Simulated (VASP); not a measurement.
LiH: G0W0 quasiparticle levels with PBE

LiH:

```xyz
2
Lattice="2.5017 0.0000 0.0000 0.0000 2.5017 0.0000 0.0000 0.0000 2.5017" Properties=species:S:1:pos:R:3 pbc="T T T"
Li    0.0000    0.0000    0.0000
H     1.2508    1.2508    1.2508
```

```json
{
  "Program": "VASP 6.6.1",
  "Task": "G0W0 quasiparticle levels",
  "Functional": "PBE",
  "Potentials or basis": "VASP PAW PBE potentials, release 64 (Li_GW, H_GW)",
  "Cutoff": "500 eV",
  "k mesh": "6 × 6 × 6",
  "Occupations": "gaussian, width 0.01 eV",
  "Spin": "no spin polarisation",
  "Dipole correction": "no",
  "GW scheme": "G0W0",
  "GW iterations": "1",
  "Cutoff of the response function": "140",
  "Frequency points": "96",
  "Empty bands": "58",
  "Mended": "yes",
  "Further INCAR settings": "ALGO = EVGW0; EDIFF = 1e-08; NBANDS = 59"
}
```

| Item | Value |
| --- | --- |
| Quasiparticle gap | 2.15 eV |
| Least direct quasiparticle gap | 6.08 eV |
| Band gap of the starting levels on the mesh | 0.67 eV |
| Least direct gap of the starting levels on the mesh | 4.21 eV |

Run time: 45 s on 1 thread of Intel(R) Xeon(R) 6975P-C (Granite Rapids), on a shared host, peak memory 0.27 GiB.

Caveat: the k points lie up to 0.42 Å⁻¹ apart; bands, screening cutoff and mesh are small and nothing is extrapolated, so the quasiparticle values aren't converged.
